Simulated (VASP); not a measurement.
In: single point with PBE

Crystal: In.

```
In
1.0
    -1.62615    1.62615    2.47395
     1.62615   -1.62615    2.47395
     1.62615    1.62615   -2.47395
In
1
Cartesian
  0.0000 0.0000 0.0000
```

```yaml
Program: VASP 6.6.1
Task: single point
Functional: PBE
Potentials_or_basis: VASP PAW PBE potentials, release 64 (In_d)
Cutoff: 520 eV
k_mesh: 20 × 20 × 20
Occupations: gaussian, width 0.15 eV
Spin: no spin polarisation
```

The pressure is 2.0 GPa.

Stress tensor (GPa, compression positive):
```
2.06 0.00 0.00
0.00 2.06 0.00
0.00 0.00 1.73
```

Levels at points of the mesh, in eV from the Fermi level:
| k point | band 4 | band 5 | band 6 | band 7 | band 8 | band 9 |
| --- | --- | --- | --- | --- | --- | --- |
| (0.00, 0.00, 0.00) | -14.53 | -14.42 | -9.55 | 10.53 | 10.53 | 10.70 |
| (0.50, 0.00, 0.00) | -14.34 | -14.30 | -4.31 | -3.38 | 7.53 | 9.14 |
| (0.50, 0.50, 0.00) | -14.32 | -14.23 | -1.96 | -1.66 | 3.52 | 3.95 |
| (0.50, 0.50, 0.50) | -14.29 | -14.29 | -2.93 | -2.68 | 4.72 | 4.72 |

It took 2.7 min on 1 thread of Intel(R) Xeon(R) Platinum 8488C (Sapphire Rapids) (shared host), peak memory 0.31 GiB.

Caveat: spin-orbit coupling is left out, which moves the levels of the heavy elements.
